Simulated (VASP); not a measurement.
# Fe (Im-3m) in VASP: a series of runs, part 2 of 2

VASP 6.6.1. The steps go on from the part before.

### Step 3. Single point, r2SCAN, collinear spin, ferromagnetic start

File POSCAR:

```
Fe
1.0
   -1.4390000000      1.4390000000      1.4390000000
    1.4390000000     -1.4390000000      1.4390000000
    1.4390000000      1.4390000000     -1.4390000000
Fe
1
Direct
    0.0000000000      0.0000000000      0.0000000000
```

File INCAR.step1:

```
ALGO     = Normal         # electronic algorithm
EDIFF    = 1E-4           # SCF threshold, eV
ENCUT    = 520            # plane-wave cutoff, eV
GGA      = PE             # functional
ISMEAR   = 0              # smearing method
ISPIN    = 2              # spin polarisation
LASPH    = True           # aspherical terms in the spheres
LCHARG   = False          # write CHGCAR
LMAXMIX  = 4              # l up to which the mixer works
LREAL    = False          # projectors in reciprocal space
LWAVE    = True           # write WAVECAR
MAGMOM   = 4              # initial moments
NBANDS   = 14             # bands
NELM     = 150            # most SCF steps
PREC     = Accurate       # precision mode
SIGMA    = 0.1            # smearing width, eV
```

File INCAR.step2:

```
ALGO     = Normal         # electronic algorithm
EDIFF    = 1E-6           # SCF threshold, eV
ENCUT    = 520            # plane-wave cutoff, eV
ISIF     = 2              # what is computed and relaxed
ISMEAR   = 0              # smearing method
ISPIN    = 2              # spin polarisation
ISTART   = 1            
LASPH    = True           # aspherical terms in the spheres
LCHARG   = False          # write CHGCAR
LMAXMIX  = 4              # l up to which the mixer works
LMIXTAU  = True         
LORBIT   = 11             # projections on sites
LREAL    = False          # projectors in reciprocal space
LWAVE    = False          # write WAVECAR
MAGMOM   = 4              # initial moments
METAGGA  = R2SCAN         # meta-GGA
NBANDS   = 14             # bands
NELM     = 150            # most SCF steps
PREC     = Accurate       # precision mode
SIGMA    = 0.1            # smearing width, eV
```

File KPOINTS:

```
k-points
0
Gamma
  13 13 13
```

Potentials or basis: VASP PAW PBE potentials, release 64 (Fe).

Run with:

```
> cat potpaw_PBE.64/Fe/POTCAR > POTCAR
> cp INCAR.step1 INCAR
> mpirun -np 1 vasp_std > vasp.out
> cp INCAR.step2 INCAR
> mpirun -np 1 vasp_std > vasp.out
```

Run time: 4.2 min. Hardware: 1 thread of AMD EPYC 7R13, shared host; peak memory 0.12 GiB.

Results (log left out):

* Free energy: -14.3646 eV
* Pressure: -2.9 GPa
* Net moment: 2.65 μB per cell
* Site moments: Fe +2.72 μB
* Valence electrons inside the program's atomic spheres: Fe 7.17

Levels at points of the mesh, in eV from the Fermi level:
Spin up:
```tsv
k point	band 1	band 2	band 3	band 4	band 5	band 6	band 7	band 8	band 9	band 10
(0.00, 0.00, 0.00)	-8.44	-3.07	-3.07	-3.07	-1.90	-1.90	25.50	25.50	25.50	30.25
```
Spin down:
```csv
k point,band 1,band 2,band 3,band 4,band 5,band 6,band 7,band 8
"(0.00, 0.00, 0.00)",-9.08,0.35,0.35,0.35,2.55,2.55,25.12,25.12
```

Caveat: the PAW data sets were made with another functional, which shifts forces and pressure a little.

### Step 4. Single point, r2SCAN, collinear spin, ferromagnetic start

POSCAR is that of step 3.

File INCAR.step1:

```
SYSTEM = Fe
  ALGO = Normal
  EDIFF = 1E-4
  ENCUT = 520
  GGA = PE
  ISMEAR = 0
  ISPIN = 2
  LASPH = .True.
  LCHARG = .False.
  LMAXMIX = 4
  LREAL = .False.
  LWAVE = .True.
  MAGMOM = 1.2
  NBANDS = 14
  NELM = 150
  NUPDOWN = 1.2
  PREC = Accurate
  SIGMA = 0.1
```

File INCAR.step2:

```
SYSTEM = Fe
  ALGO = Normal
  EDIFF = 1E-6
  ENCUT = 520
  ISIF = 2
  ISMEAR = 0
  ISPIN = 2
  ISTART = 1
  LASPH = .True.
  LCHARG = .False.
  LMAXMIX = 4
  LMIXTAU = .True.
  LORBIT = 11
  LREAL = .False.
  LWAVE = .False.
  MAGMOM = 1.2
  METAGGA = R2SCAN
  NBANDS = 14
  NELM = 150
  NUPDOWN = 1.2
  PREC = Accurate
  SIGMA = 0.1
```

File KPOINTS:

```
k-points
0
Gamma
  13 13 13
  0 0 0
```

Potentials or basis: VASP PAW PBE potentials, release 64 (Fe).

Run with:

```
> cat potpaw_PBE.64/Fe/POTCAR > POTCAR
> cp INCAR.step1 INCAR
> mpirun -np 1 vasp_std > vasp.out
> cp INCAR.step2 INCAR
> mpirun -np 1 vasp_std > vasp.out
```

OUTCAR:

```text
SYSTEM = Fe
   EDIFF = 1E-6
   ENCUT = 520
   ISIF = 2
   ISMEAR = 0
   ISPIN = 2
   ISTART = 1
   LASPH = .True.
   LORBIT = 11
   LREAL = .False.
   METAGGA = R2SCAN
   NELM = 150
   NUPDOWN = 1.2
   PREC = Accurate

 ion  position               nearest neighbor table
   1  0.000  0.000  0.000-

  LATTYP: Found a body centered cubic cell.
[... 1028 lines left out ...]
  Direction    XX          YY          ZZ          XY          YZ          ZX
  --------------------------------------------------------------------------------------
  -------------------------------------------------------------------------------------
  Total       -1.7224276     -1.7224276     -1.7224276      0.0000000      0.0000000      0.0000000
  in kB     -231.5310142   -231.5310142   -231.5310142      0.0000000      0.0000000      0.0000000
  external PRESSURE =    -231.5310142 kB  Pullay stress =       0.0000000 kB

 VOLUME and BASIS-vectors are now :
 -----------------------------------------------------------------------------
  energy-cutoff  :      520.00
  volume of cell :       11.92
      direct lattice vectors                 reciprocal lattice vectors
    -1.439000000  1.439000000  1.439000000     0.000000000  0.347463516  0.347463516
     1.439000000 -1.439000000  1.439000000     0.347463516  0.000000000  0.347463516
     1.439000000  1.439000000 -1.439000000     0.347463516  0.347463516  0.000000000

 POSITION                                       TOTAL-FORCE (eV/Angst)
 -----------------------------------------------------------------------------------
      0.00000      0.00000      0.00000         0.000000     -0.000000     -0.000000
 -----------------------------------------------------------------------------------
    total drift:                               -0.000000     -0.000000      0.000000

  FREE ENERGIE OF THE ION-ELECTRON SYSTEM (eV)
  ---------------------------------------------------
  free  energy   TOTEN  =       -13.7197208285 eV

  energy  without entropy=      -13.7134444468  energy(sigma->0) =      -13.71658264

 total charge

# of ion       s       p       d       tot
------------------------------------------
    1        0.469   0.517   6.196   7.182

 magnetization (x)

# of ion       s       p       d       tot
------------------------------------------
    1       -0.011  -0.098   1.371   1.262
```

Run time: 3.3 min. Hardware: 1 thread of AMD EPYC 7R13, shared host; peak memory 0.12 GiB.

What came out:

| Item | Value |
| --- | --- |
| Free energy | -13.7197 eV |
| Pressure | -23.2 GPa |
| Net moment | 1.20 μB per cell |
| Site moments | Fe +1.26 μB |
| Valence electrons inside the program's atomic spheres | Fe 7.18 |

Caveat: the PAW data sets were made with another functional, which shifts forces and pressure a little; the total moment is fixed, so each spin has its own Fermi level.

### Step 5. Summary

```tsv
spin	fixed moment (μB)	pressure (GPa)	moment (μB)
collinear, zero start	0.0	-32.7	0.00
collinear, ferromagnetic start	-	-2.9	2.65
collinear, ferromagnetic start	1.2	-23.2	1.20
```

Alike in all rows: task single point; level r2SCAN; potentials or basis VASP PAW PBE potentials, release 64 (Fe); cell as given; k mesh 13 × 13 × 13; cutoff (eV) 520; smearing gaussian 0.1 eV.

Caveats: the PAW data sets were made with another functional, which shifts forces and pressure a little; the total moment is fixed, so each spin has its own Fermi level (some runs).

Total energies depend on the potentials used, so only differences within one code and one set of settings carry meaning.
